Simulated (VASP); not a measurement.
A run of VASP 6.6.1 is set up as follows.

File INCAR:

```
ALGO = Normal ; EDIFF = 1E-7
ENCUT = 520 ; GGA = PE
ISIF = 2 ; ISMEAR = 0
LASPH = True ; LCHARG = False
LREAL = False ; LWAVE = False
NBANDS = 16 ; NELM = 80
PREC = Accurate ; SIGMA = 0.05
```

The input KPOINTS:

```
k-points
0
Gamma
  7 7 7
```

POSCAR

```
InP
1.0
    0.0000000000      2.7688340000      2.7688340000
    2.7688340000      0.0000000000      2.7688340000
    2.7688340000      2.7688340000      0.0000000000
In P
1 1
Direct
    0.0000000000      0.0000000000      0.0000000000
    0.5000000000      0.5000000000      0.5000000000
```

Potentials or basis: VASP PAW PBE potentials, release 64 (In_d, P).

Command:

```console
$ cat potpaw_PBE.64/In_d/POTCAR potpaw_PBE.64/P/POTCAR > POTCAR
$ mpirun -np 1 vasp_std > vasp.out
```

Q: What does it give for the band gap on the k mesh?

A: Zero (band 9 reaches 7.25 eV, above the bottom of band 10 at 4.83 eV).

Q: What does it give for the pressure?

A: 0.0 GPa.

Caveat: spin-orbit coupling is left out, which moves the levels of the heavy elements.
